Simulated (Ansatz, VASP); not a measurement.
One calculation of HgTe, two programs

```
Hg Te
1.0
     0.00000    3.15770    3.15770
     3.15770    0.00000    3.15770
     3.15770    3.15770    0.00000
Hg Te
1 1
Direct
  0.00000 0.00000 0.00000
  0.75000 0.75000 0.75000
```

Change from the starting cell: volume scaled by 0.94.

Alike in both runs: task single point; functional PBE; k mesh 11 × 11 × 11; occupations fermi-dirac, width 0.03 eV; no spin polarisation.

|  | VASP | Ansatz |
| --- | --- | --- |
| version | VASP 6.6.1 | Ansatz 0.2.0 |
| potentials or method | VASP PAW PBE potentials, release 64 (Hg, Te), cutoff 520 eV | all-electron LAPW, scalar-relativistic |

```tsv
	VASP	Ansatz	Ansatz less VASP
pressure (GPa)	8.0	7.9	-0.10
```

Ansatz ran all-electron here, and VASP with PAW potentials.

Spin-orbit coupling is off throughout.
